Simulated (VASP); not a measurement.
# SrLi2Ta2F7 (P1) in VASP: single point with r2SCAN

Aim: the single point of SrLi2Ta2F7 with r2SCAN.

Program: VASP 6.6.1. These are calculated values, not measurements. Logs are shortened: lines on timing, memory, paths and dates and some standing lists are left out, and cuts for length are marked.

## (1) The cell of the first run

The typed cell holds 12 atoms: a = 4.030 Å, b = 4.241 Å, c = 10.425 Å, α = 80.29°, β = 74.25°, γ = 89.37°.

## (2) Single point, r2SCAN

Input file POSCAR:

```
SrLi2Ta2F7
1.0
    0.0244382300      4.0263805600     -0.1665835300
    4.2403280700      0.0244382300      0.0833596900
    1.9403334500      2.4091933300     -9.9558600900
Ta F Sr Li
2 7 1 2
Direct
    0.3592090000      0.4147670000      0.2377550000
    0.6433380000      0.6490950000      0.7633300000
    0.3192690000      0.2507060000      0.4439190000
    0.6901560000      0.6889930000      0.5658210000
    0.5521780000      0.1124740000      0.8110220000
    0.1093870000      0.5143810000      0.8146510000
    0.4479020000      0.9426880000      0.1887440000
    0.9154870000      0.3980220000      0.2033180000
    0.5437310000      0.5111520000      0.9881950000
    0.0240180000      0.9650680000      0.0067660000
    0.7512400000      0.2014180000      0.4870730000
    0.2344140000      0.6972530000      0.5021250000
```

Input file INCAR.step1:

```
SYSTEM = SrLi2Ta2F7
PREC     = Accurate       ! precision mode
ENCUT    = 520            ! plane-wave cutoff, eV
ISMEAR   = -1             ! smearing method
SIGMA    = 0.1            ! smearing width, eV
LREAL    = .False.        ! projectors in reciprocal space
LASPH    = .True.         ! aspherical terms in the spheres
NELM     = 100            ! most SCF steps
NBANDS   = 56             ! bands
GGA      = PE             ! functional
ALGO     = Normal         ! electronic algorithm
EDIFF    = 1E-4           ! SCF threshold, eV
LWAVE    = .True.         ! write WAVECAR
LCHARG   = .False.        ! write CHGCAR
```

Input file INCAR.step2:

```
SYSTEM = SrLi2Ta2F7
PREC     = Accurate       ! precision mode
ENCUT    = 520            ! plane-wave cutoff, eV
EDIFF    = 1E-6           ! SCF threshold, eV
ISMEAR   = -1             ! smearing method
SIGMA    = 0.1            ! smearing width, eV
LREAL    = .False.        ! projectors in reciprocal space
LASPH    = .True.         ! aspherical terms in the spheres
NELM     = 100            ! most SCF steps
ALGO     = Normal         ! electronic algorithm
ISIF     = 2              ! what is computed and relaxed
LWAVE    = .False.        ! write WAVECAR
LCHARG   = .True.         ! write CHGCAR
METAGGA  = R2SCAN         ! meta-GGA
LMIXTAU  = .True.       
LELF     = .True.         ! ELF
LVHAR    = .True.       
NBANDS   = 56             ! bands
ISTART   = 1
```

Input file KPOINTS:

```
Automatic mesh
0
Gamma
  5 4 2
  0.5 0 0.5
```

Potentials or basis: VASP PAW PBE potentials, release 64 (Ta_pv, F, Sr_sv, Li_sv).

The run is started by

```bash
$ cat potpaw_PBE.64/Ta_pv/POTCAR potpaw_PBE.64/F/POTCAR potpaw_PBE.64/Sr_sv/POTCAR potpaw_PBE.64/Li_sv/POTCAR > POTCAR
$ cp INCAR.step1 INCAR
$ mpirun -np 1 vasp_std > vasp.out
$ cp INCAR.step2 INCAR
$ mpirun -np 1 vasp_std > vasp.out
```

OUTCAR:

```text
SYSTEM = SrLi2Ta2F7
   PREC = Accurate
   ENCUT = 520
   EDIFF = 1E-6
   ISMEAR = -1
   LREAL = .False.
   LASPH = .True.
   NELM = 100
   ISIF = 2
   METAGGA = R2SCAN
   ISTART = 1

 ion  position               nearest neighbor table
   1  0.359  0.415  0.238-   8 1.92   3 2.11   7 2.15   8 2.17   7 2.22   9 2.47  11 3.06  12 3.10
                            10 3.59  10 3.63  10 3.81  10 3.83
   2  0.643  0.649  0.763-   4 1.99   5 2.11   6 2.13   6 2.14   9 2.24   5 2.26  12 3.07  10 3.48
                            10 3.73  10 3.91  10 4.09
   3  0.319  0.251  0.444-  11 1.91  12 2.08   1 2.11  11 2.21
   4  0.690  0.689  0.566-   2 1.99  12 2.11  12 2.11  11 2.18
   5  0.552  0.112  0.811-   2 2.11   2 2.26  10 2.52  10 3.13
   6  0.109  0.514  0.815-   2 2.13   2 2.14  10 2.76  10 2.95
   7  0.448  0.943  0.189-   1 2.15   1 2.22  10 2.56  10 2.87
   8  0.915  0.398  0.203-   1 1.92   1 2.17  10 2.84  10 2.92
   9  0.544  0.511  0.988-   2 2.24   1 2.47  10 2.81  10 2.82  10 3.02  10 3.09
  10  0.024  0.965  0.007-   5 2.52   7 2.56   6 2.76   9 2.81   9 2.82   8 2.84   7 2.87   8 2.92
                             6 2.95   9 3.02   9 3.09   5 3.13   2 3.48   1 3.59   1 3.63   2 3.73
  11  0.751  0.201  0.487-   3 1.91   4 2.18   3 2.21   1 3.06
  12  0.234  0.697  0.502-   3 2.08   4 2.11   4 2.11   2 3.07   1 3.10

  LATTYP: Found a triclinic cell.
 ALAT       =    10.2745738963
 B/A-ratio  =     0.4127877046
 C/A-ratio  =     0.3922205689
 COS(alpha) =     0.0110075413
 COS(beta)  =     0.1212881282
 COS(gamma) =     0.2459905143

  Lattice vectors:

 A1 = (   2.3244328500,   1.6416254600,   9.8726362500)
 A2 = (   4.2403280700,   0.0244382300,   0.0833596900)
 A3 = (   0.0244382300,   4.0263805600,  -0.1665835300)

Analysis of symmetry for initial positions (statically):
=====================================================================
 Subroutine PRICEL returns:
 Original cell was already a primitive cell.

 Routine SETGRP: Setting up the symmetry group for a
 triclinic supercell.

 Subroutine GETGRP returns: Found  1 space group operations
 (whereof  1 operations were pure point group operations)
 out of a pool of  2 trial point group operations.

The static configuration has the point symmetry C_1 .

Analysis of symmetry for dynamics (positions and initial velocities):
=====================================================================
 Subroutine PRICEL returns:
 Original cell was already a primitive cell.

 Routine SETGRP: Setting up the symmetry group for a
 triclinic supercell.

 Subroutine GETGRP returns: Found  1 space group operations
 (whereof  1 operations were pure point group operations)
 out of a pool of  2 trial point group operations.

The dynamic configuration has the point symmetry C_1 .

 Subroutine INISYM returns: Found  1 space group operations
 (whereof  1 operations are pure point group operations),
 and found     1 'primitive' translations

----------------------------------------------------------------------------------------

                                     Primitive cell

  volume of cell :     168.9247

  direct lattice vectors                    reciprocal lattice vectors
     0.024438230  4.026380560 -0.166583530    -0.002629179  0.250868408  0.060194599
     4.240328070  0.024438230  0.083359690     0.234925744  0.000473134  0.045900017
     1.940333450  2.409193330 -9.955860090     0.002011008 -0.004193621 -0.101066227

  length of vectors
     4.029899219  4.241217774 10.425366014     0.258002443  0.239368211  0.101173183

  position of ions in fractional coordinates (direct lattice)
     0.359209000  0.414767000  0.237755000
     0.643338000  0.649095000  0.763330000
     0.319269000  0.250706000  0.443919000
     0.690156000  0.688993000  0.565821000
     0.552178000  0.112474000  0.811022000
     0.109387000  0.514381000  0.814651000
     0.447902000  0.942688000  0.188744000
     0.915487000  0.398022000  0.203318000
     0.543731000  0.511152000  0.988195000
     0.024018000  0.965068000  0.006766000
     0.751240000  0.201418000  0.487073000
     0.234414000  0.697253000  0.502125000

  ion indices of the primitive-cell ions
   primitive index   ion index
                 1           1
                 2           2
                 3           3
                 4           4
                 5           5
                 6           6
                 7           7
                 8           8
                 9           9
                10          10
                11          11
                12          12

----------------------------------------------------------------------------------------

 KPOINTS: Automatic mesh

Automatic generation of k-mesh.
 Grid dimensions read from file:
 generate k-points for:    5    4    2

 Generating k-lattice:

  Cartesian coordinates                     Fractional coordinates (reciprocal lattice)
    -0.000525836  0.050173682  0.012038920     0.200000000 -0.000000000 -0.000000000
     0.058731436  0.000118284  0.011475004    -0.000000000  0.250000000  0.000000000
     0.001005504 -0.002096811 -0.050533114     0.000000000  0.000000000  0.500000000

  Length of vectors
     0.051600489  0.059842053  0.050586591

  Shift w.r.t. Gamma in fractional coordinates (k-lattice)
     0.500000000  0.000000000  0.500000000

 Subroutine IBZKPT returns following result:
 ===========================================

 Found     20 irreducible k-points:

 Following reciprocal coordinates:
            Coordinates               Weight
  0.100000  0.000000  0.250000      2.000000
  0.300000 -0.000000  0.250000      2.000000
  0.500000 -0.000000  0.250000      2.000000
 -0.300000  0.000000  0.250000      2.000000
 -0.100000 -0.000000  0.250000      2.000000
  0.100000  0.250000  0.250000      2.000000
[... 12 lines left out ...]
 -0.300000 -0.250000  0.250000      2.000000
 -0.100000 -0.250000  0.250000      2.000000
   k-points           NKPTS =     20   k-points in BZ     NKDIM =     20   number of bands    NBANDS=     56
   number of dos      NEDOS =    301   number of ions     NIONS =     12
   total plane-waves  NPLWV =  76800
   dimension x,y,z NGX =    30 NGY =   32 NGZ =   80
   dimension x,y,z NGXF=    60 NGYF=   64 NGZF=  160
   ions per type =               2   7   1   2
   NGX,Y,Z   is equivalent  to a cutoff of  12.38, 12.54, 12.76 a.u.
   NGXF,Y,Z  is equivalent  to a cutoff of  24.75, 25.09, 25.51 a.u.
 SYSTEM =  SrLi2Ta2F7
   PREC   = accura    normal or accurate (medium, high low for compatibility)
   ISTART =      1    job   : 0-new  1-cont  2-samecut
   ICHARG =      0    charge: 1-file 2-atom 10-const
   ISPIN  =      1    spin polarized calculation?
   LNONCOLLINEAR =      F non collinear calculations
   LSORBIT =      F    spin-orbit coupling
   LASPH  =      T    aspherical Exc in radial PAW
   ENCUT  =  520.0 eV  38.22 Ry    6.18 a.u.   7.49  7.89 19.38*2*pi/ulx,y,z
   NELM   =    100;   NELMIN=  2; NELMDL=  0     # of ELM steps
   EDIFF  = 0.1E-05   stopping-criterion for ELM
   LREAL  =      F    real-space projection
   EDIFFG = 0.1E-04   stopping-criterion for IOM
   NSW    =      0    number of steps for IOM
   IBRION =     -1    ionic relax: 0-MD 1-quasi-New 2-CG
   NFREE  =      0    steps in history (QN), initial steepest desc. (CG)
   ISIF   =      2    stress and relaxation
   ISYM   =      2    0-nonsym 1-usesym 2-fastsym
   POTIM  = 0.5000    time-step for ionic-motion
   TEBEG  =    0.0;   TEEND  =   0.0 temperature during run
   PSTRESS=    0.0 pullay stress
   NELECT =      87.0000    total number of electrons
   NUPDOWN=      -1.0000    fix difference up-down
   EMIN   =  10.00;   EMAX   =-10.00  energy-range for DOS
   EFERMI =   0.00;   METHOD = LEGACY
   ISMEAR =    -1;   SIGMA  =   0.10  broadening in eV -4-tet -1-fermi 0-gaus
   EFERMI_NEDOS =   21; number of points for ismear=-14 and -15
   IALGO  =     38    algorithm
   IMIX   =      4    mixing-type and parameters
     AMIX     =   0.40;   BMIX     =  1.00
     AMIX_MAG =   1.60;   BMIX_MAG =  1.00
  volume/ion in A,a.u.               =      14.08        95.00
  Fermi-wavevector in a.u.,A,eV,Ry     =   1.312251  2.479795 23.429268  1.722003
  Thomas-Fermi vector in A             =   2.442656
   LORBIT       =      0    0 simple, 1 ext, 2 COOP (PROOUT), +10 PAW based schemes
   METAGGA = R2SCAN    functional components
   LHFCALC =     F    Hartree Fock is set to
   AEXX    =    0.0000 exact exchange contribution
   IVDW    =     0    specifies the selected vdW correction
   LEPSILON=     F    determine dielectric tensor
   LRPA    =     F    only Hartree local field effects (RPA)
 non-spin polarized calculation
  energy-cutoff  :      520.00
  volume of cell :      168.92
 maximum number of plane-waves:      4583
 NGX is ok and might be reduce to    30
   NGX = 15   NGY = 15   NGZ = 39

 number of electron      86.9999996 magnetization

 Free energy of the ion-electron system (eV)
  ---------------------------------------------------
  ext. energy  EPLUGINS =         0.00000000
  ---------------------------------------------------
  free energy    TOTEN  =      -163.21779591 eV

  energy without entropy =     -162.88288570  energy(sigma->0) =     -163.05034081

 E-fermi :   5.0667     XC(G=0): -10.2129

 val. band max:        5.0659840072   @ k =  -0.1000   0.5000   0.2500
 cond. band min:       5.0667410489   @ k =   0.3000   0.2500   0.2500
 fundamental gap:      0.0007570417
 Fermi energy:         5.0666971452

 k-point     1 :       0.1000    0.0000    0.2500
  band No.  band energies     occupation
      1     -44.7158      2.00000
      2     -44.4188      2.00000
      3     -34.5290      2.00000
      4     -32.9477      2.00000
      5     -32.7738      2.00000
      6     -32.6619      2.00000
[... 47 lines left out ...]
     54       7.9106      0.00000
[... 1101 lines left out ...]
     54       8.1144      0.00000
     55       8.3758      0.00000
 [bands above 55 left out]

------------------------ aborting loop because EDIFF is reached ----------------------------------------

  FORCE on cell =-STRESS in cart. coord.  units (eV):
  Direction    XX          YY          ZZ          XY          YZ          ZX
  --------------------------------------------------------------------------------------
  -------------------------------------------------------------------------------------
  Total       -1.0092224      6.3236678      4.4290318     -0.5432811     -5.0683109     -0.2444880
  in kB       -9.5720382     59.9772563     42.0074530     -5.1527860    -48.0707391     -2.3188630
  external PRESSURE =      30.8042237 kB  Pullay stress =       0.0000000 kB

 VOLUME and BASIS-vectors are now :
 -----------------------------------------------------------------------------
  energy-cutoff  :      520.00
  volume of cell :      168.92
      direct lattice vectors                 reciprocal lattice vectors
     0.024438230  4.026380560 -0.166583530    -0.002629179  0.250868408  0.060194599
     4.240328070  0.024438230  0.083359690     0.234925744  0.000473134  0.045900017
     1.940333450  2.409193330 -9.955860090     0.002011008 -0.004193621 -0.101066227

 POSITION                                       TOTAL-FORCE (eV/Angst)
 -----------------------------------------------------------------------------------
      2.22885      2.02925     -2.39232         1.296032      1.743542     -0.496390
      4.24921      4.44520     -7.65267        -0.539249      1.583339     -1.028609
      1.93223      2.36111     -4.45188        -0.572860      0.956161     -0.959318
      4.03630      4.15884     -5.69077        -0.428811     -1.064719      1.745683
      2.06407      4.17994     -8.15703         0.745944      0.235699     -0.730065
      3.76451      2.41566     -8.08589        -0.114539     -0.688272     -0.649130
      4.37448      2.28118     -1.87514        -0.454788      0.032274      0.646337
      2.10462      4.18566     -2.14353        -0.438177     -2.352676      1.487692
      4.09817      4.58251     -9.88630         0.507576     -0.468992     -0.219602
      4.10592      0.13659      0.00909         0.013520     -0.141328      0.329665
      1.81752      4.20315     -4.95758         0.042269      0.239551     -0.175232
      3.93660      2.17060     -4.98001        -0.056917     -0.074579      0.048971
 -----------------------------------------------------------------------------------
    total drift:                               -0.001810      0.050347      0.047359

  FREE ENERGIE OF THE ION-ELECTRON SYSTEM (eV)
  ---------------------------------------------------
  free  energy   TOTEN  =      -163.2177959123 eV

  energy  without entropy=     -162.8828857017  energy(sigma->0) =     -163.05034081
```

Run time: 14 min. Hardware: 1 thread of Intel Xeon Platinum 8259CL at 2.50GHz (Skylake/Cascade Lake), shared host; peak memory 0.38 GiB.

What came out:

| Property | Result |
| --- | --- |
| Free energy | -163.2178 eV |
| Largest force | 2.818 eV/Å |
| Band gap on the k mesh | zero (an odd number of electrons rules out a gap without spin polarisation) |

Forces in eV/Å, atoms in the order of the input:
```
Ta   1.296  1.744 -0.496
Ta  -0.539  1.583 -1.029
F   -0.573  0.956 -0.959
F   -0.429 -1.065  1.746
F    0.746  0.236 -0.730
F   -0.115 -0.688 -0.649
F   -0.455  0.032  0.646
F   -0.438 -2.353  1.488
F    0.508 -0.469 -0.220
Sr   0.014 -0.141  0.330
Li   0.042  0.240 -0.175
Li  -0.057 -0.075  0.049
```

Levels at points of the mesh, in eV from the Fermi level:
```csv
k point,band 41,band 42,band 43,band 44,band 45,band 46,band 47,band 48
"(0.10, 0.00, 0.25)",-1.44,-0.82,-0.44,-0.26,0.06,0.28,0.48,0.88
```

Caveat: the k points lie up to 0.38 Å⁻¹ apart, too coarse for converged energies and pressures of a metal; the cutoff is under 1.25 times the usual one of these potentials, so pressure, stress and relaxed cells hold a basis-set (Pulay) error; the PAW data sets were made with another functional, which shifts forces and pressure a little; spin-orbit coupling is left out, which moves the levels of the heavy elements; an odd number of electrons without spin polarisation forces a metal; a magnetic or distorted state may lie lower.
